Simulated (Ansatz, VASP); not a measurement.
# Two plane-wave programs on Ta5Si

File INCAR:

```
PREC = Accurate
ENCUT = 520
EDIFF = 1E-7
ISMEAR = 0
SIGMA = 0.1
LREAL = False
LASPH = True
NELM = 80
ALGO = Normal
ISIF = 2
LWAVE = False
LCHARG = True
GGA = PE
LELF = True
LVHAR = True
NBANDS = 38
```

KPOINTS

```
Automatic mesh
0
Gamma
  4 4 4
```

File POSCAR:

```
Ta5Si
1.0
    0.0000000000      3.8407309300      3.8407309300
    3.8407309300      0.0000000000      3.8407309300
    3.8407309300      3.8407309300      0.0000000000
Ta Si
5 1
Direct
    0.1154093100      0.1154093100      0.1154093100
    0.1154093100      0.1154093100      0.6537720700
    0.1154093100      0.6537720700      0.1154093100
    0.6537720700      0.1154093100      0.1154093100
    0.7500000000      0.7500000000      0.7500000000
    0.5000000000      0.5000000000      0.5000000000
```

Input for Ansatz:

```yaml
crystal:
  lattice:
    - [0.0, 3.84073093, 3.84073093]
    - [3.84073093, 0.0, 3.84073093]
    - [3.84073093, 3.84073093, 0.0]
  atoms:
    - { symbol: Ta, position: [0.11540931, 0.11540931, 0.11540931] }
    - { symbol: Ta, position: [0.11540931, 0.11540931, 0.65377207] }
    - { symbol: Ta, position: [0.11540931, 0.65377207, 0.11540931] }
    - { symbol: Ta, position: [0.65377207, 0.11540931, 0.11540931] }
    - { symbol: Ta, position: [0.75, 0.75, 0.75] }
    - { symbol: Si, position: [0.5, 0.5, 0.5] }
basis:
  ecutwfc: 420
kpoints:
  mp_grid: { grid: [4, 4, 4] }
hamiltonian:
  xc: pbe
scf:
  occupations: { method: gaussian, width: 0.1 }
  lower_state_search: "off"
output:
  forces: true
  stress: true
  eigenvalues: true
```

Alike in both runs: task single point; functional PBE; k mesh 4 × 4 × 4; occupations gaussian, width 0.1 eV; no spin polarisation.

```csv
,VASP,Ansatz
version,VASP 6.6.1,Ansatz 0.2.0
potentials or method,"VASP PAW PBE potentials, release 64 (Ta_pv, Si), cutoff 520 eV","scalar-relativistic, plane waves, PAW"
valence electrons in the cell,59,69
```

```tsv
	VASP	Ansatz	Ansatz less VASP
gap on the k mesh at the Fermi level (eV)	none	none	-
pressure (GPa)	6.0	5.7	-0.30
rms of the force components (eV/Å)	2.894	2.869	-0.0243
```

Atom by atom the forces differ by 0.024 eV/Å (rms over components). A gap of «none» marks a metal or a gap that the smearing closes. VASP's potentials hold 59 valence electrons a cell and Ansatz's 69, so a difference there can come from the potentials and not from the codes.

Spin-orbit coupling is off throughout.
